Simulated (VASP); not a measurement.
# Ni: single point with LDA

The system is Ni.

```
Ni
1.0
     0.00000   -1.77165   -1.77165
    -3.54330   -1.77165   -1.77165
     0.00000    1.77165   -1.77165
Ni
2
Direct
  0.00000 0.00000 0.00000
  0.00000 0.50000 0.50000
```

```yaml
Program: VASP 6.6.1
Task: single point
Functional: LDA
Potentials_or_basis: VASP PAW LDA potentials, release 64 (Ni)
Cutoff: 520 eV
k_mesh: 12 × 7 × 10
Occupations: gaussian, width 0.1 eV
Spin: collinear spin, antiferromagnetic start
Starting_moments: "[2.0, -2.0] μB"
```

- Pressure: -21.2 GPa
- Band gap on the k mesh: zero (filled and empty bands overlap)
- Net moment: 0.00 μB per cell
- Valence electrons inside the program's atomic spheres: Ni 9.29, 9.28

Stress tensor (GPa, compression positive):
```
-20.99  -0.06  -0.06
 -0.06 -21.32   0.04
 -0.06   0.04 -21.32
```

Levels at points of the mesh, in eV from the Fermi level:
Spin up:
```
           k point  band 8  band 9  band 10  band 11  band 12  band 13
(0.00, 0.00, 0.00)   -0.71    0.00     0.16     0.16     2.63     9.38
(0.50, 0.00, 0.00)   -0.04   -0.01     0.00     0.00     0.00     5.92
(0.00, 0.00, 0.50)   -1.15   -0.76    -0.76     1.42     1.43    11.64
(0.50, 0.00, 0.50)   -0.79    0.16     0.16     7.90     7.90     7.91
```
Spin down:
| k point | band 6 | band 7 | band 8 | band 9 | band 10 | band 11 | band 12 | band 13 | band 14 | band 15 |
| --- | --- | --- | --- | --- | --- | --- | --- | --- | --- | --- |
| (0.00, 0.00, 0.00) | -1.80 | -0.71 | -0.71 | 0.00 | 0.16 | 0.16 | 2.63 | 9.38 | 14.76 | 14.77 |
| (0.50, 0.00, 0.00) | -1.83 | -0.04 | -0.04 | -0.01 | 0.00 | 0.00 | 0.00 | 5.92 | 5.92 | 22.28 |
| (0.00, 0.00, 0.50) | -2.20 | -1.15 | -1.15 | -0.76 | -0.76 | 1.42 | 1.43 | 11.64 | 11.64 | 12.95 |
| (0.50, 0.00, 0.50) | -2.48 | -0.79 | -0.79 | 0.16 | 0.16 | 7.90 | 7.90 | 7.91 | 7.91 | 10.18 |

It took 3.9 min on 1 thread of Intel(R) Xeon(R) 6975P-C (Granite Rapids), with other jobs on the host, peak memory 0.35 GiB.

Caveat: the cell stands under tension; the moments typed at the start vanished in this run.
